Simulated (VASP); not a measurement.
Wanted: the native input for a VASP 6.6.1 run.

| Quantity | Value |
| --- | --- |
| Task | single point |
| Functional | RPBE |
| Dispersion | D3(BJ) |
| Potentials or basis | VASP PAW PBE potentials, release 64 (Cu) |
| Cutoff | 600 eV |
| k mesh | 13 × 13 × 13 |
| Occupations | fermi-dirac, width 0.05 eV |
| Spin | no spin polarisation |
| Dipole correction | no |
| Further INCAR settings | ALGO = Normal; EDIFF = 1e-06; NBANDS = 12 |

The structure of Cu lies in POSCAR:

```
Cu
1.0
    0.0000000000      1.6949450793      1.6949450793
    1.6949450793      0.0000000000      1.6949450793
    1.6949450793      1.6949450793      0.0000000000
Cu
1
Direct
    0.0000000000      0.0000000000      0.0000000000
```

The input as run:

INCAR

```
SYSTEM = Cu
  ALGO = Normal
  EDIFF = 1E-6
  ENCUT = 600
  GGA = RP
  GGA_COMPAT = .FALSE.
  ISIF = 2
  ISMEAR = -1
  IVDW = 12
  LASPH = .TRUE.
  LCHARG = .FALSE.
  LREAL = .FALSE.
  LWAVE = .FALSE.
  NBANDS = 12
  NELM = 120
  PREC = Accurate
  SIGMA = 0.05
```

KPOINTS

```
k-points
0
G
  13 13 13
  0 0 0
```

Potentials or basis: VASP PAW PBE potentials, release 64 (Cu).

The run is started by

```sh
$ cat potpaw_PBE.64/Cu/POTCAR > POTCAR
$ mpirun -np 1 vasp_std > vasp.out
```

Results of the run:

```yaml
Pressure: 0.8 GPa
Dispersion_energy_per_atom: -3.475 eV
```

Caveat: the PAW data sets were made with another functional, which shifts forces and pressure a little; pairwise dispersion overbinds metals, which lowers pressure and volume.

Run time: 17 s on 1 thread of AMD EPYC 7R13, with other jobs on the host, peak memory 0.11 GiB.
